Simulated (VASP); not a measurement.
# Ti4Al12H (a cell with a defect) in VASP: further runs, part 2 of 2

VASP 6.6.1.

**3. Relaxation of the atoms, PBE**

INCAR

```
PREC = Accurate
ENCUT = 520
EDIFF = 1E-6
ISMEAR = 0
SIGMA = 0.1
LREAL = Auto
LASPH = True
NELM = 80
ALGO = Normal
ISIF = 2
LWAVE = False
LCHARG = False
GGA = PE
IBRION = 2
NSW = 65
EDIFFG = -0.025
```

KPOINTS

```
regular mesh
0
Gamma
  1 1 1
```

POSCAR

```
Ti4Al12H
1.0
   -3.9797267063      3.9797267063      3.9797267063
    3.9797267063     -3.9797267063      3.9797267063
    3.9797267063      3.9797267063     -3.9797267063
Ti Al H
4 12 1
Direct
    0.5000000000      0.5000000000      0.0000000000
    0.0000000000      0.0000000000      0.0000000000
    0.0000000000      0.5000000000      0.5000000000
    0.5000000000      0.0000000000      0.5000000000
    0.2500000000      0.2500000000      0.5000000000
    0.7500000000      0.7500000000      0.5000000000
    0.7500000000      0.2500000000      0.0000000000
    0.2500000000      0.7500000000      0.0000000000
    0.2500000000      0.5000000000      0.2500000000
    0.7500000000      0.0000000000      0.2500000000
    0.7500000000      0.5000000000      0.7500000000
    0.2500000000      0.0000000000      0.7500000000
    0.5000000000      0.2500000000      0.2500000000
    0.0000000000      0.7500000000      0.2500000000
    0.0000000000      0.2500000000      0.7500000000
    0.5000000000      0.7500000000      0.7500000000
    0.2500000000      0.2500000000      0.0000000000
```

Potentials or basis: VASP PAW PBE potentials, release 64 (Ti_sv, Al, H).

On the command line:

```bash
$ cat potpaw_PBE.64/Ti_sv/POTCAR potpaw_PBE.64/Al/POTCAR potpaw_PBE.64/H/POTCAR > POTCAR
$ mpirun -np 1 vasp_gam > vasp.out
```

OUTCAR:

```text
PREC = Accurate
   ENCUT = 520
   EDIFF = 1E-6
   ISMEAR = 0
   LREAL = Auto
   LASPH = True
   NELM = 80
   ISIF = 2
   GGA = PE
   IBRION = 2
   NSW = 65
   EDIFFG = -0.025

 ion  position               nearest neighbor table
   1  0.500  0.500  0.000-   6 2.81   7 2.81   8 2.81   9 2.81  10 2.81  11 2.81  13 2.81  14 2.81
                            16 2.81   5 2.81  12 2.81  15 2.81
   2  0.000  0.000  0.000-   5 2.81   7 2.81   8 2.81   9 2.81  10 2.81  12 2.81  13 2.81  14 2.81
                            15 2.81   6 2.81  11 2.81  16 2.81
   3  0.000  0.500  0.500-   5 2.81   6 2.81   8 2.81   9 2.81  11 2.81  12 2.81  14 2.81  15 2.81
                            16 2.81   7 2.81  10 2.81  13 2.81
   4  0.500  0.000  0.500-   5 2.81   6 2.81   7 2.81  10 2.81  11 2.81  12 2.81  13 2.81  15 2.81
                            16 2.81   8 2.81   9 2.81  14 2.81
   5  0.250  0.250  0.500-   1 2.81   3 2.81   4 2.81   9 2.81  11 2.81  12 2.81  13 2.81  15 2.81
                            16 2.81   2 2.81  14 2.81  10 2.81
   6  0.750  0.750  0.500-   2 2.81   3 2.81   4 2.81  10 2.81  11 2.81  12 2.81  14 2.81  15 2.81
[... 224 lines left out ...]
  Total        5.0295185      5.0295185      8.7249507      0.0000000      0.0000000      0.0000000
  in kB       31.9607716     31.9607716     55.4439070      0.0000000      0.0000000      0.0000000
  external PRESSURE =      39.7884834 kB  Pullay stress =       0.0000000 kB
[... 293 lines left out ...]
--------------------------------------- Ionic step        7  -------------------------------------------

 number of electron      84.9999998 magnetization

 Free energy of the ion-electron system (eV)
  ---------------------------------------------------
  ext. energy  EPLUGINS =         0.00000000
  ---------------------------------------------------
  free energy    TOTEN  =       -80.83498851 eV

  energy without entropy =      -80.66659996  energy(sigma->0) =      -80.75079423

 E-fermi :   9.5574     XC(G=0): -10.7861

 val. band max:        9.5511948555   @ k =   0.0000   0.0000   0.0000
 cond. band min:       9.5699722523   @ k =   0.0000   0.0000   0.0000
 fundamental gap:      0.0187773969
 Fermi energy:         9.5573853310

 k-point     1 :       0.0000    0.0000    0.0000
  band No.  band energies     occupation
      1     -47.2711      2.00000
      2     -47.2702      2.00000
      3     -47.2669      2.00000
      4     -47.2660      2.00000
      5     -23.6628      2.00000
      6     -23.6343      2.00000
[... 87 lines left out ...]
  FREE ENERGIE OF THE ION-ELECTRON SYSTEM (eV)
  ---------------------------------------------------
  free  energy   TOTEN  =       -80.8349885132 eV

  energy  without entropy=      -80.6665999554  energy(sigma->0) =      -80.75079423

 reached required accuracy - stopping structural energy minimisation
```

Run time: 4 min. Hardware: 1 thread of Intel Xeon Platinum 8488C (Sapphire Rapids), shared host; peak memory 0.41 GiB.

What came out:

```
Free energy                  : -80.8350 eV
Energy gained by relaxing    : 2.1 meV/atom
Ionic steps                  : 7
Pressure after relaxing      : 4.0 GPa
Largest force after relaxing : 0.023 eV/Å
```

Forces on the atoms (eV/Å):
```
Ti   0.000  0.000 -0.018
Ti   0.000  0.000  0.018
Ti   0.000  0.000  0.000
Ti   0.000  0.000  0.000
Al   0.000  0.000  0.000
Al   0.000  0.000  0.000
Al   0.000  0.000  0.000
Al   0.000  0.000  0.000
Al  -0.011  0.000  0.000
Al  -0.023  0.000  0.000
Al   0.023  0.000  0.000
Al   0.011  0.000  0.000
Al   0.000 -0.011  0.000
Al   0.000 -0.023  0.000
Al   0.000  0.011  0.000
Al   0.000  0.023  0.000
H    0.000  0.000  0.000
```

Stress tensor (GPa, compression positive):
```
3.14 0.00 0.00
0.00 3.14 0.00
0.00 0.00 5.73
```

The path:
```tsv
step	energy change (eV)	largest force (eV/Å)	pressure (GPa)
1	0.0000	0.3893	3.98
2	-0.0281	0.1633	3.93
3	-0.0338	0.0986	3.92
4	-0.0349	0.0589	3.95
5	-0.0356	0.0271	3.97
6	-0.0357	0.0391	4.05
7	-0.0360	0.0234	4.00
```

Final structure:
```
Ti Al H
1.0
    -3.97973    3.97973    3.97973
     3.97973   -3.97973    3.97973
     3.97973    3.97973   -3.97973
Ti Al H
4 12 1
Direct
  0.49663 0.49663 0.00000
  0.00337 0.00337 0.00000
  0.00000 0.50000 0.50000
  0.50000 0.00000 0.50000
  0.25000 0.25000 0.50000
  0.75000 0.75000 0.50000
  0.75000 0.25000 0.00000
  0.25000 0.75000 0.00000
  0.25000 0.50155 0.25155
  0.75000 0.00440 0.25440
  0.75000 0.49560 0.74560
  0.25000 0.99845 0.74845
  0.50155 0.25000 0.25155
  0.00440 0.75000 0.25440
  0.99845 0.25000 0.74845
  0.49560 0.75000 0.74560
  0.25000 0.25000 0.00000
```

Levels at points of the mesh, in eV from the Fermi level:
| k point | band 40 | band 41 | band 42 | band 43 | band 44 | band 45 | band 46 | band 47 |
| --- | --- | --- | --- | --- | --- | --- | --- | --- |
| (0.00, 0.00, 0.00) | -1.54 | -0.33 | -0.01 | -0.01 | 0.01 | 0.24 | 0.24 | 0.29 |

Caveat: the k points lie up to 1.12 Å⁻¹ apart.
